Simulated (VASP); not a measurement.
# Sr2AlO (P6/mmm) in VASP: notebook

The runs below take Sr2AlO through single point, relaxation of cell and atoms, with PBE.

All numbers are computed with VASP 6.6.1; they aren't measurements. Logs are shortened: lines on timing, memory, paths and dates and some standing lists are left out, and cuts for length are marked.

## 1. The cell of the first run

Symmetry: P6/mmm, No. 191, hexagonal system. The conventional cell has a = 4.178 Å, b = 4.178 Å, c = 10.830 Å, α = 90.00°, β = 90.00°, γ = 120.00°. Within 2.8 Å of Sr (site symmetry 6mm) lie 1 O at 2.10 Å. Al (site symmetry 6/mmm) has 2 Sr at 3.31 Å and 6 Al at 4.18 Å within 4.4 Å. Within 2.8 Å of O (site symmetry 6/mmm) lie 2 Sr at 2.10 Å.

## 2. Single point, PBE

The input, INCAR:

```
SYSTEM = Sr2AlO
  PREC = Accurate
  ENCUT = 520
  EDIFF = 1E-7
  ISMEAR = 0
  SIGMA = 0.1
  LREAL = .False.
  LASPH = .True.
  NELM = 60
  ALGO = Normal
  ISIF = 2
  LWAVE = .False.
  LCHARG = .False.
  GGA = PE
  NBANDS = 22
```

The input, KPOINTS:

```
regular mesh
0
Gamma
  6 6 2
  0 0 0
```

The input, POSCAR:

```
Sr2AlO
1.0
    4.1778203098      0.0000000034      0.0000000000
   -2.0889101579      3.6180985191      0.0000000000
    0.0000000000      0.0000000000     10.8301557803
Sr Al O
2 1 1
Direct
    0.0000000000      0.0000000000      0.6940944520
    0.0000000000      0.0000000000      0.3059055480
    0.0000000000      0.0000000000      0.0000000000
    0.0000000000      0.0000000000      0.5000000000
```

Potentials or basis: VASP PAW PBE potentials, release 64 (Sr_sv, Al, O).

Command:

```sh
$ cat potpaw_PBE.64/Sr_sv/POTCAR potpaw_PBE.64/Al/POTCAR potpaw_PBE.64/O/POTCAR > POTCAR
$ mpirun -np 1 vasp_std > vasp.out
```

OUTCAR:

```text
SYSTEM = Sr2AlO
   PREC = Accurate
   ENCUT = 520
   EDIFF = 1E-7
   ISMEAR = 0
   LREAL = .False.
   LASPH = .True.
   NELM = 60
   ISIF = 2
   GGA = PE

 ion  position               nearest neighbor table
   1  0.000  0.000  0.694-   4 2.10   3 3.31   2 4.20
   2  0.000  0.000  0.306-   4 2.10   3 3.31   1 4.20
   3  0.000  0.000  0.000-   1 3.31   2 3.31
   4  0.000  0.000  0.500-   1 2.10   2 2.10

  LATTYP: Found a hexagonal cell.
 ALAT       =     4.1778203098
 C/A-ratio  =     2.5922981309

  Lattice vectors:

 A1 = (   4.1778203098,   0.0000000034,   0.0000000000)
 A2 = (  -2.0889101579,   3.6180985191,   0.0000000000)
 A3 = (   0.0000000000,   0.0000000000,  10.8301557803)

Analysis of symmetry for initial positions (statically):
=====================================================================
 Subroutine PRICEL returns:
 Original cell was already a primitive cell.

 Routine SETGRP: Setting up the symmetry group for a
 hexagonal supercell.

 Subroutine GETGRP returns: Found 24 space group operations
 (whereof 24 operations were pure point group operations)
 out of a pool of 24 trial point group operations.

The static configuration has the point symmetry D_6h.

Analysis of symmetry for dynamics (positions and initial velocities):
=====================================================================
 Subroutine PRICEL returns:
 Original cell was already a primitive cell.

 Routine SETGRP: Setting up the symmetry group for a
 hexagonal supercell.

 Subroutine GETGRP returns: Found 24 space group operations
 (whereof 24 operations were pure point group operations)
 out of a pool of 24 trial point group operations.

The dynamic configuration has the point symmetry D_6h.

 Subroutine INISYM returns: Found 24 space group operations
 (whereof 24 operations are pure point group operations),
 and found     1 'primitive' translations

----------------------------------------------------------------------------------------

                                     Primitive cell

  volume of cell :     163.7061

  direct lattice vectors                    reciprocal lattice vectors
     4.177820310  0.000000003  0.000000000     0.239359265  0.138194136  0.000000000
    -2.088910158  3.618098519  0.000000000    -0.000000000  0.276388273  0.000000000
     0.000000000  0.000000000 10.830155780     0.000000000  0.000000000  0.092334775

  length of vectors
     4.177820310  4.177820310 10.830155780     0.276388273  0.276388273  0.092334775

  position of ions in fractional coordinates (direct lattice)
     0.000000000  0.000000000  0.694094452
     0.000000000  0.000000000  0.305905548
     0.000000000  0.000000000  0.000000000
     0.000000000  0.000000000  0.500000000

  ion indices of the primitive-cell ions
   primitive index   ion index
                 1           1
                 2           2
                 3           3
                 4           4

----------------------------------------------------------------------------------------

 KPOINTS: regular mesh

Automatic generation of k-mesh.
 Grid dimensions read from file:
 generate k-points for:    6    6    2

 Generating k-lattice:

  Cartesian coordinates                     Fractional coordinates (reciprocal lattice)
     0.039893211  0.023032356  0.000000000     0.166666667  0.000000000  0.000000000
    -0.000000000  0.046064712  0.000000000    -0.000000000  0.166666667  0.000000000
     0.000000000  0.000000000  0.046167388     0.000000000  0.000000000  0.500000000

  Length of vectors
     0.046064712  0.046064712  0.046167388

  Shift w.r.t. Gamma in fractional coordinates (k-lattice)
     0.000000000  0.000000000  0.000000000

 Subroutine IBZKPT returns following result:
 ===========================================

 Found     14 irreducible k-points:

 Following reciprocal coordinates:
            Coordinates               Weight
  0.000000  0.000000  0.000000      1.000000
  0.166667 -0.000000  0.000000      6.000000
  0.333333 -0.000000  0.000000      6.000000
  0.500000  0.000000  0.000000      3.000000
  0.166667  0.166667  0.000000      6.000000
  0.333333  0.166667  0.000000     12.000000
  0.333333  0.333333  0.000000      2.000000
  0.000000  0.000000  0.500000      1.000000
  0.166667 -0.000000  0.500000      6.000000
  0.333333 -0.000000  0.500000      6.000000
  0.500000  0.000000  0.500000      3.000000
  0.166667  0.166667  0.500000      6.000000
  0.333333  0.166667  0.500000     12.000000
  0.333333  0.333333  0.500000      2.000000
   k-points           NKPTS =     14   k-points in BZ     NKDIM =     14   number of bands    NBANDS=     22
   number of dos      NEDOS =    301   number of ions     NIONS =      4
   total plane-waves  NPLWV =  86016
   dimension x,y,z NGX =    32 NGY =   32 NGZ =   84
   dimension x,y,z NGXF=    64 NGYF=   64 NGZF=  168
   ions per type =               2   1   1
   NGX,Y,Z   is equivalent  to a cutoff of  12.73, 12.73, 12.89 a.u.
   NGXF,Y,Z  is equivalent  to a cutoff of  25.47, 25.47, 25.79 a.u.
 SYSTEM =  Sr2AlO
   PREC   = accura    normal or accurate (medium, high low for compatibility)
   ISTART =      0    job   : 0-new  1-cont  2-samecut
   ICHARG =      2    charge: 1-file 2-atom 10-const
   ISPIN  =      1    spin polarized calculation?
   LNONCOLLINEAR =      F non collinear calculations
   LSORBIT =      F    spin-orbit coupling
   LASPH  =      T    aspherical Exc in radial PAW
   ENCUT  =  520.0 eV  38.22 Ry    6.18 a.u.   7.77  7.77 20.14*2*pi/ulx,y,z
   NELM   =     60;   NELMIN=  2; NELMDL= -5     # of ELM steps
   EDIFF  = 0.1E-06   stopping-criterion for ELM
   LREAL  =      F    real-space projection
   EDIFFG = 0.1E-05   stopping-criterion for IOM
   NSW    =      0    number of steps for IOM
   IBRION =     -1    ionic relax: 0-MD 1-quasi-New 2-CG
   NFREE  =      0    steps in history (QN), initial steepest desc. (CG)
   ISIF   =      2    stress and relaxation
   ISYM   =      2    0-nonsym 1-usesym 2-fastsym
   POTIM  = 0.5000    time-step for ionic-motion
   TEBEG  =    0.0;   TEEND  =   0.0 temperature during run
   PSTRESS=    0.0 pullay stress
   NELECT =      29.0000    total number of electrons
   NUPDOWN=      -1.0000    fix difference up-down
   EMIN   =  10.00;   EMAX   =-10.00  energy-range for DOS
   EFERMI =   0.00;   METHOD = LEGACY
   ISMEAR =     0;   SIGMA  =   0.10  broadening in eV -4-tet -1-fermi 0-gaus
   EFERMI_NEDOS =   21; number of points for ismear=-14 and -15
   IALGO  =     38    algorithm
   IMIX   =      4    mixing-type and parameters
     AMIX     =   0.40;   BMIX     =  1.00
     AMIX_MAG =   1.60;   BMIX_MAG =  1.00
  volume/ion in A,a.u.               =      40.93       276.19
  Fermi-wavevector in a.u.,A,eV,Ry     =   0.919431  1.737473 11.501735  0.845354
  Thomas-Fermi vector in A             =   2.044624
   LORBIT       =      0    0 simple, 1 ext, 2 COOP (PROOUT), +10 PAW based schemes
   GGA     = PE    functional components
   LHFCALC =     F    Hartree Fock is set to
   AEXX    =    0.0000 exact exchange contribution
   IVDW    =     0    specifies the selected vdW correction
   LEPSILON=     F    determine dielectric tensor
   LRPA    =     F    only Hartree local field effects (RPA)
 non-spin polarized calculation
 Gauss-broadening in eV      SIGMA  =   0.10
  energy-cutoff  :      520.00
  volume of cell :      163.71
 maximum number of plane-waves:      4451
 NGX is ok and might be reduce to    32
   NGX = 15   NGY = 15   NGZ = 41

 number of electron      28.9999998 magnetization

 Free energy of the ion-electron system (eV)
  ---------------------------------------------------
  ext. energy  EPLUGINS =         0.00000000
  ---------------------------------------------------
  free energy    TOTEN  =       -13.43924899 eV

  energy without entropy =      -13.42395579  energy(sigma->0) =      -13.43160239

 E-fermi :   0.8346     XC(G=0):  -7.0990

 val. band max:        0.7727781498   @ k =   0.1667   0.1667   0.0000
 cond. band min:       0.9123035871   @ k =   0.3333   0.1667   0.5000
 fundamental gap:      0.1395254373
 Fermi energy:         0.8345908710

 k-point     1 :       0.0000    0.0000    0.0000
  band No.  band energies     occupation
      1     -34.5971      2.00000
      2     -34.5861      2.00000
      3     -17.9876      2.00000
      4     -16.6800      2.00000
      5     -16.6800      2.00000
      6     -16.6679      2.00000
[... 14 lines left out ...]
     21       4.4070      0.00000
     22       4.6839      0.00000

 k-point     2 :       0.1667   -0.0000    0.0000
  band No.  band energies     occupation
      1     -34.5937      2.00000
      2     -34.5828      2.00000
      3     -17.9794      2.00000
      4     -16.7300      2.00000
      5     -16.7173      2.00000
      6     -16.6917      2.00000
[... 14 lines left out ...]
     21       4.6050      0.00000
     22       4.6903      0.00000

 k-point     3 :       0.3333   -0.0000    0.0000
  band No.  band energies     occupation
      1     -34.5870      2.00000
      2     -34.5761      2.00000
      3     -17.9631      2.00000
      4     -16.8280      2.00000
      5     -16.8139      2.00000
      6     -16.7150      2.00000
[... 14 lines left out ...]
     21       4.1330      0.00000
     22       5.0601      0.00000
[... 226 lines left out ...]
 k-point    13 :       0.3333    0.1667    0.5000
  band No.  band energies     occupation
      1     -34.5836      2.00000
      2     -34.5728      2.00000
      3     -17.9545      2.00000
      4     -16.8511      2.00000
      5     -16.8368      2.00000
      6     -16.7523      2.00000
[... 14 lines left out ...]
     21       4.2910      0.00000
     22       4.7236      0.00000

 k-point    14 :       0.3333    0.3333    0.5000
  band No.  band energies     occupation
      1     -34.5819      2.00000
      2     -34.5711      2.00000
      3     -17.9504      2.00000
      4     -16.8170      2.00000
      5     -16.8170      2.00000
      6     -16.8032      2.00000
[... 14 lines left out ...]
     21       4.5644      0.00000
     22       4.5644      0.00000

------------------------ aborting loop because EDIFF is reached ----------------------------------------

  FORCE on cell =-STRESS in cart. coord.  units (eV):
  Direction    XX          YY          ZZ          XY          YZ          ZX
  --------------------------------------------------------------------------------------
  -------------------------------------------------------------------------------------
  Total        0.1152626      0.1152626      1.0157761     -0.0000000     -0.0000000      0.0000000
  in kB        1.1280650      1.1280650      9.9413128     -0.0000000     -0.0000000      0.0000000
  external PRESSURE =       4.0658143 kB  Pullay stress =       0.0000000 kB

 VOLUME and BASIS-vectors are now :
 -----------------------------------------------------------------------------
  energy-cutoff  :      520.00
  volume of cell :      163.71
      direct lattice vectors                 reciprocal lattice vectors
     4.177820310  0.000000003  0.000000000     0.239359265  0.138194136  0.000000000
    -2.088910158  3.618098519  0.000000000    -0.000000000  0.276388273  0.000000000
     0.000000000  0.000000000 10.830155780     0.000000000  0.000000000  0.092334775

 POSITION                                       TOTAL-FORCE (eV/Angst)
 -----------------------------------------------------------------------------------
      0.00000      0.00000      7.51715        -0.000000      0.000000      0.195665
      0.00000      0.00000      3.31300         0.000000      0.000000     -0.195665
      0.00000      0.00000      0.00000        -0.000000     -0.000000      0.000000
      0.00000      0.00000      5.41508        -0.000000     -0.000000      0.000000
 -----------------------------------------------------------------------------------
    total drift:                               -0.000000     -0.000000      0.000000

  FREE ENERGIE OF THE ION-ELECTRON SYSTEM (eV)
  ---------------------------------------------------
  free  energy   TOTEN  =       -13.4392489933 eV

  energy  without entropy=      -13.4239557945  energy(sigma->0) =      -13.43160239
```

Run time: 46 s. Hardware: 1 thread of Intel Xeon Platinum 8488C (Sapphire Rapids), shared host; peak memory 0.3 GiB.

What came out:

```yaml
Free_energy: -13.4392 eV
Pressure: 0.4 GPa
Largest_force: 0.196 eV/Å
```

Forces in eV/Å, atoms in the order of the input:
```
Sr   0.000  0.000  0.196
Sr   0.000  0.000 -0.196
Al   0.000  0.000  0.000
O    0.000  0.000  0.000
```

Levels at points of the mesh, in eV from the Fermi level:
```
           k point  band 11  band 12  band 13  band 14  band 15  band 16  band 17  band 18  band 19  band 20
(0.00, 0.00, 0.00)    -2.61    -1.69    -1.69    -1.42    -1.24     0.67     3.25     3.25     3.38     3.38
(0.50, 0.00, 0.00)    -2.45    -2.24    -1.82    -0.94     0.41     0.69     1.19     1.62     2.65     2.70
(0.00, 0.00, 0.50)    -2.02    -2.01    -1.69    -1.69    -0.90     0.10     3.26     3.26     3.36     3.36
(0.50, 0.00, 0.50)    -2.44    -1.87    -1.82    -0.97     0.11     0.92     1.20     1.25     2.57     2.84
```

Caveat: an odd number of electrons without spin polarisation forces a metal; a magnetic or distorted state may lie lower.

[end of part 1 of 2]
